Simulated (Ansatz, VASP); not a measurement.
InAs in VASP and in Ansatz

```
CELL_PARAMETERS angstrom
0.00000 3.05459 3.05459
3.05459 0.00000 3.05459
3.05459 3.05459 0.00000
ATOMIC_POSITIONS crystal
In 0.00000 0.00000 0.00000
As 0.25000 0.25000 0.25000
```

Alike in both runs: task single point; functional PBE; k mesh 6 × 6 × 6; no spin polarisation.

|  | VASP | Ansatz |
| --- | --- | --- |
| version | VASP 6.6.1 | Ansatz 0.2.0 |
| potentials or method | VASP PAW PBE potentials, release 64 (In_d, As) | plane waves |
| plane-wave cutoff (eV) | 500 | 420 |
| occupations | methfessel-paxton of order 1, width 0.001 eV | cold, width 0.001 eV |
| valence electrons in the cell | 18 | 28 |

|  | VASP | Ansatz | Ansatz less VASP |
| --- | --- | --- | --- |
| pressure (GPa) | 2.1 | 2.1 | -0.06 |

VASP's potentials hold 18 valence electrons a cell and Ansatz's 28, so a difference there can come from the potentials and not from the codes.
